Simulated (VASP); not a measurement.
# CeO2 (Fm-3m) in VASP: a series of runs

The runs below take CeO2 through single point, with PBE.

Program: VASP 6.6.1. These are calculated values, not measurements. Logs are shortened: lines on timing, memory, paths and dates and some standing lists are left out, and cuts for length are marked.

### 1 The cell of the first run

The structure is cubic, space group Fm-3m (No. 225). The conventional cell has a = 5.362 Å, b = 5.362 Å, c = 5.362 Å, α = 90.00°, β = 90.00°, γ = 90.00°. Ce (site symmetry m-3m) has 8 O at 2.32 Å within 3.1 Å. Within 3.1 Å of O (site symmetry -43m) lie 4 Ce at 2.32 Å and 6 O at 2.68 Å.

### 2 Single point, PBE (12.85 Å³/atom)

The input, INCAR:

```
PREC = Accurate ; ENCUT = 520
EDIFF = 1E-7 ; ISMEAR = 0
SIGMA = 0.05 ; LREAL = F
LASPH = T ; NELM = 60
ALGO = Normal ; ISIF = 2
LWAVE = F ; LCHARG = F
GGA = PE ; NBANDS = 19
```

The input, KPOINTS:

```
Automatic mesh
0
Gamma
  12 12 12
```

The input, POSCAR:

```
CeO2
1.0
    0.0000000000      2.6810922341      2.6810922341
    2.6810922341      0.0000000000      2.6810922341
    2.6810922341      2.6810922341      0.0000000000
Ce O
1 2
Direct
    0.0000000000      0.0000000000      0.0000000000
    0.2500000000      0.2500000000      0.2500000000
    0.7500000000      0.7500000000      0.7500000000
```

Potentials or basis: VASP PAW PBE potentials, release 64 (Ce, O).

The run is started by

```
> cat potpaw_PBE.64/Ce/POTCAR potpaw_PBE.64/O/POTCAR > POTCAR
> mpirun -np 1 vasp_std > vasp.out
```

OUTCAR:

```text
PREC = Accurate
   ENCUT = 520
   EDIFF = 1E-7
   ISMEAR = 0
   LREAL = F
   LASPH = T
   NELM = 60
   ISIF = 2
   GGA = PE

 ion  position               nearest neighbor table
   1  0.000  0.000  0.000-   3 2.32   3 2.32   3 2.32   2 2.32   3 2.32   2 2.32   2 2.32   2 2.32

   2  0.250  0.250  0.250-   1 2.32   1 2.32   1 2.32   1 2.32
   3  0.750  0.750  0.750-   1 2.32   1 2.32   1 2.32   1 2.32

  LATTYP: Found a face centered cubic cell.
 ALAT       =     5.3621844682

  Lattice vectors:

 A1 = (   0.0000000000,   2.6810922341,   2.6810922341)
 A2 = (   2.6810922341,   0.0000000000,   2.6810922341)
 A3 = (   2.6810922341,   2.6810922341,   0.0000000000)

Analysis of symmetry for initial positions (statically):
=====================================================================
 Subroutine PRICEL returns:
 Original cell was already a primitive cell.

 Routine SETGRP: Setting up the symmetry group for a
 face centered cubic supercell.

 Subroutine GETGRP returns: Found 48 space group operations
 (whereof 48 operations were pure point group operations)
 out of a pool of 48 trial point group operations.

The static configuration has the point symmetry O_h .

Analysis of symmetry for dynamics (positions and initial velocities):
=====================================================================
 Subroutine PRICEL returns:
 Original cell was already a primitive cell.

 Routine SETGRP: Setting up the symmetry group for a
 face centered cubic supercell.

 Subroutine GETGRP returns: Found 48 space group operations
 (whereof 48 operations were pure point group operations)
 out of a pool of 48 trial point group operations.

The dynamic configuration has the point symmetry O_h .

 Subroutine INISYM returns: Found 48 space group operations
 (whereof 48 operations are pure point group operations),
 and found     1 'primitive' translations

----------------------------------------------------------------------------------------

                                     Primitive cell

  volume of cell :      38.5448

  direct lattice vectors                    reciprocal lattice vectors
     0.000000000  2.681092234  2.681092234    -0.186491160  0.186491160  0.186491160
     2.681092234  0.000000000  2.681092234     0.186491160 -0.186491160  0.186491160
     2.681092234  2.681092234  0.000000000     0.186491160  0.186491160 -0.186491160

  length of vectors
     3.791636999  3.791636999  3.791636999     0.323012164  0.323012164  0.323012164

  position of ions in fractional coordinates (direct lattice)
     0.000000000  0.000000000  0.000000000
     0.250000000  0.250000000  0.250000000
     0.750000000  0.750000000  0.750000000

  ion indices of the primitive-cell ions
   primitive index   ion index
                 1           1
                 2           2
                 3           3

----------------------------------------------------------------------------------------

 KPOINTS: Automatic mesh

Automatic generation of k-mesh.
 Grid dimensions read from file:
 generate k-points for:   12   12   12

 Generating k-lattice:

  Cartesian coordinates                     Fractional coordinates (reciprocal lattice)
    -0.015540930  0.015540930  0.015540930     0.083333333  0.000000000  0.000000000
     0.015540930 -0.015540930  0.015540930     0.000000000  0.083333333  0.000000000
     0.015540930  0.015540930 -0.015540930     0.000000000  0.000000000  0.083333333

  Length of vectors
     0.026917680  0.026917680  0.026917680

  Shift w.r.t. Gamma in fractional coordinates (k-lattice)
     0.000000000  0.000000000  0.000000000

 Subroutine IBZKPT returns following result:
 ===========================================

 Found     72 irreducible k-points:

 Following reciprocal coordinates:
            Coordinates               Weight
  0.000000  0.000000  0.000000      1.000000
  0.083333  0.000000  0.000000      8.000000
  0.166667  0.000000  0.000000      8.000000
  0.250000  0.000000  0.000000      8.000000
  0.333333  0.000000  0.000000      8.000000
  0.416667  0.000000  0.000000      8.000000
[... 16 lines left out ...]
  0.500000  0.166667  0.000000     24.000000
 -0.416667  0.166667  0.000000     24.000000
 [... further k-points ...]
   k-points           NKPTS =     72   k-points in BZ     NKDIM =     72   number of bands    NBANDS=     19
   number of dos      NEDOS =    301   number of ions     NIONS =      3
   total plane-waves  NPLWV =  21952
   dimension x,y,z NGX =    28 NGY =   28 NGZ =   28
   dimension x,y,z NGXF=    56 NGYF=   56 NGZF=   56
   ions per type =               1   2
   NGX,Y,Z   is equivalent  to a cutoff of  12.28, 12.28, 12.28 a.u.
   NGXF,Y,Z  is equivalent  to a cutoff of  24.55, 24.55, 24.55 a.u.
 SYSTEM =  unknown system
   PREC   = accura    normal or accurate (medium, high low for compatibility)
   ISTART =      0    job   : 0-new  1-cont  2-samecut
   ICHARG =      2    charge: 1-file 2-atom 10-const
   ISPIN  =      1    spin polarized calculation?
   LNONCOLLINEAR =      F non collinear calculations
   LSORBIT =      F    spin-orbit coupling
   LASPH  =      T    aspherical Exc in radial PAW
   ENCUT  =  520.0 eV  38.22 Ry    6.18 a.u.   7.05  7.05  7.05*2*pi/ulx,y,z
   NELM   =     60;   NELMIN=  2; NELMDL= -5     # of ELM steps
   EDIFF  = 0.1E-06   stopping-criterion for ELM
   LREAL  =      F    real-space projection
   EDIFFG = 0.1E-05   stopping-criterion for IOM
   NSW    =      0    number of steps for IOM
   IBRION =     -1    ionic relax: 0-MD 1-quasi-New 2-CG
   NFREE  =      0    steps in history (QN), initial steepest desc. (CG)
   ISIF   =      2    stress and relaxation
   ISYM   =      2    0-nonsym 1-usesym 2-fastsym
   POTIM  = 0.5000    time-step for ionic-motion
   TEBEG  =    0.0;   TEEND  =   0.0 temperature during run
   PSTRESS=    0.0 pullay stress
   NELECT =      24.0000    total number of electrons
   NUPDOWN=      -1.0000    fix difference up-down
   EMIN   =  10.00;   EMAX   =-10.00  energy-range for DOS
   EFERMI =   0.00;   METHOD = LEGACY
   ISMEAR =     0;   SIGMA  =   0.05  broadening in eV -4-tet -1-fermi 0-gaus
   EFERMI_NEDOS =   21; number of points for ismear=-14 and -15
   IALGO  =     38    algorithm
   IMIX   =      4    mixing-type and parameters
     AMIX     =   0.40;   BMIX     =  1.00
     AMIX_MAG =   1.60;   BMIX_MAG =  1.00
  volume/ion in A,a.u.               =      12.85        86.70
  Fermi-wavevector in a.u.,A,eV,Ry     =   1.397945  2.641733 26.589197  1.954251
  Thomas-Fermi vector in A             =   2.521152
   LORBIT       =      0    0 simple, 1 ext, 2 COOP (PROOUT), +10 PAW based schemes
   GGA     = PE    functional components
   LHFCALC =     F    Hartree Fock is set to
   AEXX    =    0.0000 exact exchange contribution
   IVDW    =     0    specifies the selected vdW correction
   LEPSILON=     F    determine dielectric tensor
   LRPA    =     F    only Hartree local field effects (RPA)
 non-spin polarized calculation
 Gauss-broadening in eV      SIGMA  =   0.05
  energy-cutoff  :      520.00
  volume of cell :       38.54
 maximum number of plane-waves:      1056
   NGX = 15   NGY = 15   NGZ = 15

 number of electron      24.0000007 magnetization

 Free energy of the ion-electron system (eV)
  ---------------------------------------------------
  ext. energy  EPLUGINS =         0.00000000
  ---------------------------------------------------
  free energy    TOTEN  =       -26.15245235 eV

  energy without entropy =      -26.15245235  energy(sigma->0) =      -26.15245235

 E-fermi :   5.9447     XC(G=0): -11.4742

 val. band max:        5.6428946960   @ k =  -0.2500   0.2500   0.0000
 cond. band min:       7.6724352973   @ k =   0.5000   0.0000   0.0000
 fundamental gap:      2.0295406013
 Fermi energy:         5.9446501018

 k-point     1 :       0.0000    0.0000    0.0000
  band No.  band energies     occupation
      1     -26.7402      2.00000
      2     -10.7578      2.00000
      3      -9.8206      2.00000
      4      -8.8510      2.00000
      5      -8.8510      2.00000
      6      -8.8510      2.00000
[... 11 lines left out ...]
     18       8.7137      0.00000
     19       8.7137      0.00000

 k-point     2 :       0.0833    0.0000    0.0000
  band No.  band energies     occupation
      1     -26.7244      2.00000
      2     -11.0366      2.00000
      3      -9.8757      2.00000
      4      -8.8702      2.00000
      5      -8.8702      2.00000
      6      -8.5717      2.00000
[... 11 lines left out ...]
     18       8.6649      0.00000
     19       8.6649      0.00000

 k-point     3 :       0.1667    0.0000    0.0000
  band No.  band energies     occupation
      1     -26.6812      2.00000
      2     -11.5864      2.00000
      3     -10.0463      2.00000
      4      -8.9218      2.00000
      5      -8.9218      2.00000
      6      -7.9884      2.00000
[... 11 lines left out ...]
     18       8.5712      0.00000
     19       8.5712      0.00000

 k-point     4 :       0.2500    0.0000    0.0000
  band No.  band energies     occupation
      1     -26.6212      2.00000
      2     -12.1436      2.00000
      3     -10.2688      2.00000
      4      -8.9905      2.00000
      5      -8.9905      2.00000
      6      -7.3682      2.00000
[... 407 lines left out ...]
     18       8.4604      0.00000
     19       8.6020      0.00000

 k-point    23 :       0.5000    0.1667    0.0000
  band No.  band energies     occupation
      1     -26.4770      2.00000
      2     -12.8592      2.00000
      3     -11.4174      2.00000
      4      -9.2275      2.00000
      5      -8.2902      2.00000
      6      -6.5995      2.00000
[... 11 lines left out ...]
     18       8.4412      0.00000
     19       8.6891      0.00000

 k-point    24 :      -0.4167    0.1667    0.0000
  band No.  band energies     occupation
      1     -26.4728      2.00000
      2     -12.8427      2.00000
      3     -11.5314      2.00000
      4      -9.1915      2.00000
      5      -8.1984      2.00000
      6      -6.6473      2.00000
[... 11 lines left out ...]
     18       8.3984      0.00000
     19       8.7018      0.00000

 [... further k-points ...]

------------------------ aborting loop because EDIFF is reached ----------------------------------------

  FORCE on cell =-STRESS in cart. coord.  units (eV):
  Direction    XX          YY          ZZ          XY          YZ          ZX
  --------------------------------------------------------------------------------------
  -------------------------------------------------------------------------------------
  Total        2.6729171      2.6729171      2.6729171     -0.0000000      0.0000000     -0.0000000
  in kB      111.1042865    111.1042865    111.1042865     -0.0000000      0.0000000     -0.0000000
  external PRESSURE =     111.1042865 kB  Pullay stress =       0.0000000 kB

 VOLUME and BASIS-vectors are now :
 -----------------------------------------------------------------------------
  energy-cutoff  :      520.00
  volume of cell :       38.54
      direct lattice vectors                 reciprocal lattice vectors
     0.000000000  2.681092234  2.681092234    -0.186491160  0.186491160  0.186491160
     2.681092234  0.000000000  2.681092234     0.186491160 -0.186491160  0.186491160
     2.681092234  2.681092234  0.000000000     0.186491160  0.186491160 -0.186491160

 POSITION                                       TOTAL-FORCE (eV/Angst)
 -----------------------------------------------------------------------------------
      0.00000      0.00000      0.00000         0.000000      0.000000     -0.000000
      1.34055      1.34055      1.34055         0.000000      0.000000      0.000000
      4.02164      4.02164      4.02164        -0.000000     -0.000000     -0.000000
 -----------------------------------------------------------------------------------
    total drift:                                0.000000      0.000000      0.000000

  FREE ENERGIE OF THE ION-ELECTRON SYSTEM (eV)
  ---------------------------------------------------
  free  energy   TOTEN  =       -26.1524523524 eV

  energy  without entropy=      -26.1524523524  energy(sigma->0) =      -26.15245235
```

Wall time 2 min (1 thread of Intel Xeon 8259CL, shared host); peak memory 0.21 GiB.

What came out:

```yaml
Free_energy: -26.1525 eV
Pressure: 11.1 GPa
Band_gap_on_the_k_mesh: 2.03 eV (least direct gap 2.14 eV)
```

Levels at points of the mesh, in eV from the valence-band top:
```
           k point  band 8  band 9  band 10  band 11  band 12  band 13  band 14  band 15  band 16  band 17
(0.00, 0.00, 0.00)   -4.05   -4.05    -0.67    -0.67    -0.67     2.38     2.38     2.38     2.66     3.07
(0.50, 0.00, 0.00)   -3.14   -1.29    -1.25    -0.82    -0.82     2.03     2.23     2.23     2.39     2.92
(0.50, 0.50, 0.00)   -1.18   -1.18    -0.87    -0.87    -0.69     2.07     2.18     2.18     2.37     2.72
```

Caveat: the cell stands under pressure; spin-orbit coupling is left out, which moves the levels of the heavy elements. Spin polarisation is off, so any magnetic state and its effect on volume and gap are missing.

[end of part 1 of 2]
